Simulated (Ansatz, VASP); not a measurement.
## NaF: VASP beside Ansatz

```
CELL_PARAMETERS angstrom
0.00000 2.51481 2.56164
2.51481 0.00000 2.56164
2.51481 2.51481 0.00000
ATOMIC_POSITIONS crystal
Na 0.00000 0.00000 0.00000
F 0.25000 0.25000 0.25000
```

Change from the starting cell: epitaxial_xy strain -0.7%.

Alike in both runs: task single point; functional PBE; k mesh 8 × 8 × 8; occupations fermi-dirac, width 0.02 eV; no spin polarisation.

|  | VASP | Ansatz |
| --- | --- | --- |
| version | VASP 6.6.1 | Ansatz 0.2.0 |
| potentials or method | VASP PAW PBE potentials, release 64 (Na_pv, F) | plane waves, PAW |
| plane-wave cutoff (eV) | 520 | 420 |
| valence electrons in the cell | 14 | 16 |

```csv
,VASP,Ansatz,Ansatz less VASP
gap on the k mesh at the Fermi level (eV),5.61,5.63,+0.016
pressure (GPa),2.0,2.0,+0.02
```

VASP's potentials hold 14 valence electrons a cell and Ansatz's 16, so a difference there can come from the potentials and not from the codes.
